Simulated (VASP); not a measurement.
# GaC2 (P4/nmm) in VASP: relaxation of cell and atoms with PBE

Aim: the relaxation of cell and atoms of GaC2 with PBE.

Program: VASP 6.6.1. These are calculated values, not measurements. Logs are shortened: lines on timing, memory, paths and dates and some standing lists are left out, and cuts for length are marked.

## 1. The cell of the first run

Symmetry: P4/nmm, No. 129, tetragonal system. Conventional cell: a = 2.854 Å, b = 2.854 Å, c = 8.017 Å, α = 90.00°, β = 90.00°, γ = 90.00°. Ga (site symmetry 4mm) has 5 C at 2.02 to 2.30 Å within 2.7 Å. C (site symmetry -4m2) has 4 C at 2.02 Å within 2.7 Å. Within 2.7 Å of C (site symmetry 4mm) lie 5 Ga at 2.02 to 2.30 Å.

## 2. Relaxation of cell and atoms, PBE

Contents of INCAR:

```
PREC = Accurate
ENCUT = 600
EDIFF = 1E-6
ISMEAR = 0
SIGMA = 0.1
LREAL = F
LASPH = T
NELM = 80
ALGO = Normal
ISIF = 3
LWAVE = F
LCHARG = F
GGA = PE
IBRION = 2
NSW = 100
EDIFFG = -0.01
```

Contents of KPOINTS:

```
Automatic mesh
0
Gamma
  14 14 6
```

Contents of POSCAR:

```
GaC2
1.0
    2.8540242318      0.0000000000      0.0000000000
    0.0000000000      2.8540242318      0.0000000000
    0.0000000000      0.0000000000      8.0165550472
Ga C
2 4
Direct
    0.0000000000      0.5000000000      0.6518331228
    0.5000000000      0.0000000000      0.3481668772
    0.0000000000      0.0000000000      0.0000000000
    0.5000000000      0.5000000000      0.0000000000
    0.0000000000      0.5000000000      0.3653372630
    0.5000000000      0.0000000000      0.6346627370
```

Potentials or basis: VASP PAW PBE potentials, release 64 (Ga_d, C).

On the command line:

```bash
> cat potpaw_PBE.64/Ga_d/POTCAR potpaw_PBE.64/C/POTCAR > POTCAR
> mpirun -np 1 vasp_std > vasp.out
```

OUTCAR:

```text
PREC = Accurate
   ENCUT = 600
   EDIFF = 1E-6
   ISMEAR = 0
   LREAL = F
   LASPH = T
   NELM = 80
   ISIF = 3
   GGA = PE
   IBRION = 2
   NSW = 100
   EDIFFG = -0.01

 ion  position               nearest neighbor table
   1  0.000  0.500  0.652-   6 2.02   6 2.02   6 2.02   6 2.02   5 2.30
   2  0.500  0.000  0.348-   5 2.02   5 2.02   5 2.02   5 2.02   6 2.30
   3  0.000  0.000  0.000-   4 2.02   4 2.02   4 2.02   4 2.02
   4  0.500  0.500  0.000-   3 2.02   3 2.02   3 2.02   3 2.02
   5  0.000  0.500  0.365-   2 2.02   2 2.02   2 2.02   2 2.02   1 2.30
   6  0.500  0.000  0.635-   1 2.02   1 2.02   1 2.02   1 2.02   2 2.30

  LATTYP: Found a simple tetragonal cell.
 ALAT       =     2.8540242318
 C/A-ratio  =     2.8088601904

  Lattice vectors:

 A1 = (   2.8540242318,   0.0000000000,   0.0000000000)
 A2 = (   0.0000000000,   2.8540242318,   0.0000000000)
 A3 = (   0.0000000000,   0.0000000000,   8.0165550472)

Analysis of symmetry for initial positions (statically):
=====================================================================
 Subroutine PRICEL returns:
 Original cell was already a primitive cell.

 Routine SETGRP: Setting up the symmetry group for a
 simple tetragonal supercell.

 Subroutine GETGRP returns: Found 16 space group operations
 (whereof  8 operations were pure point group operations)
 out of a pool of 16 trial point group operations.

The static configuration has the point symmetry D_2d.
 The point group associated with its full space group is D_4h.

Analysis of symmetry for dynamics (positions and initial velocities):
=====================================================================
 Subroutine PRICEL returns:
 Original cell was already a primitive cell.

 Routine SETGRP: Setting up the symmetry group for a
 simple tetragonal supercell.

 Subroutine GETGRP returns: Found 16 space group operations
 (whereof  8 operations were pure point group operations)
 out of a pool of 16 trial point group operations.

The dynamic configuration has the point symmetry D_2d.
 The point group associated with its full space group is D_4h.

 Subroutine INISYM returns: Found 16 space group operations
 (whereof  8 operations are pure point group operations),
 and found     1 'primitive' translations

----------------------------------------------------------------------------------------

                                     Primitive cell

  volume of cell :      65.2985

  direct lattice vectors                    reciprocal lattice vectors
     2.854024232  0.000000000  0.000000000     0.350382449  0.000000000  0.000000000
     0.000000000  2.854024232  0.000000000     0.000000000  0.350382449  0.000000000
     0.000000000  0.000000000  8.016555047     0.000000000  0.000000000  0.124741862

  length of vectors
     2.854024232  2.854024232  8.016555047     0.350382449  0.350382449  0.124741862

  position of ions in fractional coordinates (direct lattice)
     0.000000000  0.500000000  0.651833123
     0.500000000  0.000000000  0.348166877
     0.000000000  0.000000000  0.000000000
     0.500000000  0.500000000  0.000000000
     0.000000000  0.500000000  0.365337263
     0.500000000  0.000000000  0.634662737

  ion indices of the primitive-cell ions
   primitive index   ion index
                 1           1
                 2           2
                 3           3
                 4           4
                 5           5
                 6           6

----------------------------------------------------------------------------------------

 KPOINTS: Automatic mesh

Automatic generation of k-mesh.
 Grid dimensions read from file:
 generate k-points for:   14   14    6

 Generating k-lattice:

  Cartesian coordinates                     Fractional coordinates (reciprocal lattice)
     0.025027318  0.000000000  0.000000000     0.071428571  0.000000000  0.000000000
     0.000000000  0.025027318  0.000000000     0.000000000  0.071428571  0.000000000
     0.000000000  0.000000000  0.020790310     0.000000000  0.000000000  0.166666667

  Length of vectors
     0.025027318  0.025027318  0.020790310

  Shift w.r.t. Gamma in fractional coordinates (k-lattice)
     0.000000000  0.000000000  0.000000000

 Subroutine IBZKPT returns following result:
 ===========================================

 Found    144 irreducible k-points:

 Following reciprocal coordinates:
            Coordinates               Weight
  0.000000  0.000000  0.000000      1.000000
  0.071429  0.000000  0.000000      4.000000
  0.142857  0.000000  0.000000      4.000000
  0.214286  0.000000  0.000000      4.000000
  0.285714  0.000000  0.000000      4.000000
  0.357143  0.000000  0.000000      4.000000
[... 16 lines left out ...]
  0.285714  0.214286  0.000000      8.000000
  0.357143  0.214286  0.000000      8.000000
 [... further k-points ...]
   k-points           NKPTS =    144   k-points in BZ     NKDIM =    144   number of bands    NBANDS=     25
   number of dos      NEDOS =    301   number of ions     NIONS =      6
   total plane-waves  NPLWV =  36864
   dimension x,y,z NGX =    24 NGY =   24 NGZ =   64
   dimension x,y,z NGXF=    48 NGYF=   48 NGZF=  128
   ions per type =               2   4
   NGX,Y,Z   is equivalent  to a cutoff of  13.98, 13.98, 13.27 a.u.
   NGXF,Y,Z  is equivalent  to a cutoff of  27.96, 27.96, 26.54 a.u.
 SYSTEM =  unknown system
   PREC   = accura    normal or accurate (medium, high low for compatibility)
   ISTART =      0    job   : 0-new  1-cont  2-samecut
   ICHARG =      2    charge: 1-file 2-atom 10-const
   ISPIN  =      1    spin polarized calculation?
   LNONCOLLINEAR =      F non collinear calculations
   LSORBIT =      F    spin-orbit coupling
   LASPH  =      T    aspherical Exc in radial PAW
   ENCUT  =  600.0 eV  44.10 Ry    6.64 a.u.   5.70  5.70 16.01*2*pi/ulx,y,z
   NELM   =     80;   NELMIN=  2; NELMDL= -5     # of ELM steps
   EDIFF  = 0.1E-05   stopping-criterion for ELM
   LREAL  =      F    real-space projection
   EDIFFG = -.1E-01   stopping-criterion for IOM
   NSW    =    100    number of steps for IOM
   IBRION =      2    ionic relax: 0-MD 1-quasi-New 2-CG
   NFREE  =      1    steps in history (QN), initial steepest desc. (CG)
   ISIF   =      3    stress and relaxation
   ISYM   =      2    0-nonsym 1-usesym 2-fastsym
   POTIM  = 0.5000    time-step for ionic-motion
   TEBEG  =    0.0;   TEEND  =   0.0 temperature during run
   PSTRESS=    0.0 pullay stress
   NELECT =      42.0000    total number of electrons
   NUPDOWN=      -1.0000    fix difference up-down
   EMIN   =  10.00;   EMAX   =-10.00  energy-range for DOS
   EFERMI =   0.00;   METHOD = LEGACY
   ISMEAR =     0;   SIGMA  =   0.10  broadening in eV -4-tet -1-fermi 0-gaus
   EFERMI_NEDOS =   21; number of points for ismear=-14 and -15
   IALGO  =     38    algorithm
   IMIX   =      4    mixing-type and parameters
     AMIX     =   0.40;   BMIX     =  1.00
     AMIX_MAG =   1.60;   BMIX_MAG =  1.00
  volume/ion in A,a.u.               =      10.88        73.44
  Fermi-wavevector in a.u.,A,eV,Ry     =   1.413156  2.670478 27.170984  1.997011
  Thomas-Fermi vector in A             =   2.534831
   LORBIT       =      0    0 simple, 1 ext, 2 COOP (PROOUT), +10 PAW based schemes
   GGA     = PE    functional components
   LHFCALC =     F    Hartree Fock is set to
   AEXX    =    0.0000 exact exchange contribution
   IVDW    =     0    specifies the selected vdW correction
   LEPSILON=     F    determine dielectric tensor
   LRPA    =     F    only Hartree local field effects (RPA)
 conjugate gradient relaxation of ions
 non-spin polarized calculation
 Gauss-broadening in eV      SIGMA  =   0.10
  energy-cutoff  :      600.00
  volume of cell :       65.30
 maximum number of plane-waves:      2204
 NGX is ok and might be reduce to    24
   NGX = 11   NGY = 11   NGZ = 33

--------------------------------------- Ionic step        1  -------------------------------------------

 number of electron      42.0000013 magnetization

 Free energy of the ion-electron system (eV)
  ---------------------------------------------------
  ext. energy  EPLUGINS =         0.00000000
  ---------------------------------------------------
  free energy    TOTEN  =       -28.35922652 eV

  energy without entropy =      -28.34256691  energy(sigma->0) =      -28.35089672

------------------------ aborting loop because EDIFF is reached ----------------------------------------

  FORCE on cell =-STRESS in cart. coord.  units (eV):
  Direction    XX          YY          ZZ          XY          YZ          ZX
  --------------------------------------------------------------------------------------
  -------------------------------------------------------------------------------------
  Total       -0.4649704     -0.4649704      0.0188381      0.0000000      0.0000000      0.0000000
  in kB      -11.4086128    -11.4086128      0.4622144      0.0000000      0.0000000      0.0000000
  external PRESSURE =      -7.4516704 kB  Pullay stress =       0.0000000 kB
[... 101 lines left out ...]
  FREE ENERGIE OF THE ION-ELECTRON SYSTEM (eV)
  ---------------------------------------------------
  free  energy   TOTEN  =       -28.3608053125 eV

  energy  without entropy=      -28.3445511045  energy(sigma->0) =      -28.35267821

[... ionic steps 4 to 18 ...]

--------------------------------------- Ionic step       19  -------------------------------------------

 number of electron      42.0000011 magnetization

------------------------ aborting loop because EDIFF is reached ----------------------------------------

  FORCE on cell =-STRESS in cart. coord.  units (eV):
  Direction    XX          YY          ZZ          XY          YZ          ZX
  --------------------------------------------------------------------------------------
  -------------------------------------------------------------------------------------
  Total       -0.0390646     -0.0390646     -0.0609294      0.0000000      0.0000000      0.0000000
  in kB       -0.9453539     -0.9453539     -1.4744781      0.0000000      0.0000000      0.0000000
  external PRESSURE =      -1.1217286 kB  Pullay stress =       0.0000000 kB
[... 65 lines left out ...]
  energy  without entropy=      -28.3471949719  energy(sigma->0) =      -28.35572565

--------------------------------------- Ionic step       21  -------------------------------------------

 number of electron      42.0000010 magnetization

 Free energy of the ion-electron system (eV)
  ---------------------------------------------------
  ext. energy  EPLUGINS =         0.00000000
  ---------------------------------------------------
  free energy    TOTEN  =       -28.36431403 eV

  energy without entropy =      -28.34723416  energy(sigma->0) =      -28.35577410

 E-fermi :   5.4625     XC(G=0): -11.5186

 val. band max:        5.4621864854   @ k =   0.2857   0.0000   0.5000
 cond. band min:       5.4692158710   @ k =   0.2857   0.0000   0.3333
 fundamental gap:      0.0070293855
 Fermi energy:         5.4624661947

 k-point     1 :       0.0000    0.0000    0.0000
  band No.  band energies     occupation
      1     -10.2999      2.00000
      2     -10.0240      2.00000
      3      -9.2671      2.00000
      4      -9.2168      2.00000
      5      -9.0087      2.00000
      6      -9.0087      2.00000
[... 661 lines left out ...]
     24       6.8063      0.00000
     25       9.4074      0.00000

 [... further k-points ...]

------------------------ aborting loop because EDIFF is reached ----------------------------------------

  FORCE on cell =-STRESS in cart. coord.  units (eV):
  Direction    XX          YY          ZZ          XY          YZ          ZX
  --------------------------------------------------------------------------------------
  -------------------------------------------------------------------------------------
  Total       -0.0125094     -0.0125094     -0.0067927      0.0000000     -0.0000000      0.0000000
  in kB       -0.3029212     -0.3029212     -0.1644878      0.0000000     -0.0000000      0.0000000
  external PRESSURE =      -0.2567767 kB  Pullay stress =       0.0000000 kB
[... 21 lines left out ...]
  FREE ENERGIE OF THE ION-ELECTRON SYSTEM (eV)
  ---------------------------------------------------
  free  energy   TOTEN  =       -28.3643140312 eV

  energy  without entropy=      -28.3472341622  energy(sigma->0) =      -28.35577410

 reached required accuracy - stopping structural energy minimisation
```

Wall time 18 min (1 thread of Intel Xeon 6975P-C (Granite Rapids), shared host); peak memory 0.38 GiB.

Results:

```yaml
Free_energy: -28.3643 eV
Relaxed_volume: 11.03 Å³/atom
Relaxed_cell: a = 2.845 Å, b = 2.845 Å, c = 8.176 Å, α = 90.00°, β = 90.00°, γ = 90.00°
Space_group_after_relaxing_to_0.1_Å: P4/nmm (No. 129)
Energy_gained_by_relaxing: 0.8 meV/atom
Ionic_steps: 21
Pressure_after_relaxing: 0.0 GPa
Largest_force_after_relaxing: 0.008 eV/Å
Band_gap_on_the_k_mesh: zero (bands 21 and 22 overlap by 3.57 eV)
```

Forces in eV/Å, atoms in the order of the input:
```
Ga   0.000  0.000 -0.008
Ga   0.000  0.000  0.008
C    0.000  0.000  0.000
C    0.000  0.000  0.000
C    0.000  0.000 -0.001
C    0.000  0.000  0.001
```

The path:
```csv
step,energy change (eV),largest force (eV/Å),pressure (GPa),volume (Å³)
1,0.0000,0.0685,-0.75,65.30
2,-0.0014,0.0610,0.55,64.82
3,-0.0016,0.0630,0.16,64.94
4,-0.0016,0.0628,0.27,64.92
5,-0.0022,0.0531,0.25,64.99
6,-0.0034,0.0222,0.23,65.17
7,-0.0035,0.0454,0.23,65.55
8,-0.0038,0.0258,0.20,65.38
9,-0.0039,0.0372,-0.35,65.67
10,-0.0040,0.0329,-0.12,65.55
11,-0.0042,0.0273,-0.13,65.61
12,-0.0047,0.0114,-0.07,65.80
13,-0.0047,0.0292,-0.03,66.19
14,-0.0048,0.0145,-0.04,65.97
15,-0.0049,0.0149,0.25,65.94
16,-0.0049,0.0150,0.11,65.95
17,-0.0050,0.0122,0.03,66.05
18,-0.0050,0.0119,-0.03,66.10
19,-0.0050,0.0220,-0.11,66.21
20,-0.0050,0.0158,-0.03,66.14
21,-0.0051,0.0081,-0.03,66.16
```

Final structure:
```
Ga C
1.0
     2.84480    0.00000    0.00000
     0.00000    2.84480    0.00000
     0.00000    0.00000    8.17550
Ga C
2 4
Cartesian
  0.0000 1.4224 5.2970
  1.4224 0.0000 2.8785
  0.0000 0.0000 8.1755
  1.4224 1.4224 8.1755
  0.0000 1.4224 3.0176
  1.4224 0.0000 5.1579
```

Levels at points of the mesh, in eV from the Fermi level:
```csv
k point,band 17,band 18,band 19,band 20,band 21,band 22,band 23,band 24,band 25
"(0.00, 0.00, 0.00)",-2.03,-1.36,-1.36,-1.22,-0.13,-0.13,0.06,4.02,4.69
"(0.50, 0.00, 0.00)",-1.17,-1.17,-0.66,-0.66,1.53,1.53,1.74,1.74,4.32
"(0.50, 0.50, 0.00)",-5.91,-5.91,-4.77,-4.77,-2.02,-2.02,0.68,0.68,1.49
"(0.00, 0.00, 0.50)",-2.00,-1.41,-1.41,-1.22,-0.98,-0.11,-0.11,4.01,4.84
"(0.50, 0.00, 0.50)",-2.13,-2.13,0.58,0.58,1.55,1.55,1.73,1.73,4.31
"(0.50, 0.50, 0.50)",-5.93,-5.93,-4.66,-4.66,-1.91,-1.91,0.58,0.58,1.25
```
